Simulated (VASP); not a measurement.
Here is a VASP 6.6.1 calculation.

INCAR

```
PREC = Accurate ; ENCUT = 500
EDIFF = 1E-6 ; ISMEAR = -1
SIGMA = 0.1 ; LREAL = False
LASPH = True ; NELM = 120
ALGO = Normal ; ISIF = 2
LWAVE = False ; LCHARG = True
GGA = PE ; LELF = True
LVHAR = True ; NBANDS = 14
GGA_COMPAT = False
```

File KPOINTS:

```
Automatic mesh
0
Gamma
  14 14 14
```

File POSCAR:

```
Rh
1.0
    0.0000000000      1.9150000000      1.9150000000
    1.9150000000      0.0000000000      1.9150000000
    1.9150000000      1.9150000000      0.0000000000
Rh
1
Direct
    0.0000000000      0.0000000000      0.0000000000
```

Potentials or basis: VASP PAW PBE potentials, release 64 (Rh_pv).

Command:

```bash
$ cat potpaw_PBE.64/Rh_pv/POTCAR > POTCAR
$ mpirun -np 1 vasp_std > vasp.out
```

Task: Estimate the pressure.

Result: 0.5 GPa.
